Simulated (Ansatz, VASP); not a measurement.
**Mg3Se4 in VASP and in Ansatz**

```xyz
7
Lattice="4.0362 0.0000 0.0000 -2.0181 3.4954 0.0000 0.0000 0.0000 11.2610" Properties=species:S:1:pos:R:3 pbc="T T T"
Mg    0.0000    0.0000    0.0000
Mg    2.0181    1.1651    8.0887
Mg    0.0000    2.3303    3.1723
Se    0.0000    2.3303    9.7065
Se    2.0181    1.1651    1.5545
Se    0.0000    0.0000    4.4316
Se    0.0000    0.0000    6.8294
```

Alike in both runs: functional PBE; k mesh 12 × 12 × 4; occupations gaussian, width 0.02 eV; no spin polarisation.

Ansatz relaxed the structure, and its values are those at the end. VASP's run is a single point on that final structure, the one shown.

|  | VASP | Ansatz |
| --- | --- | --- |
| version | VASP 6.6.1 | Ansatz 0.2.0 |
| potentials or method | VASP PAW PBE potentials, release 64 (Mg, Se), cutoff 520 eV | scalar-relativistic, plane waves, PAW |
| valence electrons in the cell | 30 | 94 |

Ansatz gave:

```
gap on the k mesh at the Fermi level (eV) : 0.72
least direct gap on the mesh (eV)         : 0.72
pressure (GPa)                            : 0.0
rms of the force components (eV/Å)        : 0.001
```

**Question.** Which values does VASP return?

**Answer.** gap on the k mesh at the Fermi level (eV): 0.71; least direct gap on the mesh (eV): 0.71; pressure (GPa): -0.1; rms of the force components (eV/Å): 0.009.

The functional is the same, so the differences come from potentials, cutoffs and numerics. VASP's potentials hold 30 valence electrons a cell and Ansatz's 94, so a difference there can come from the potentials and not from the codes.
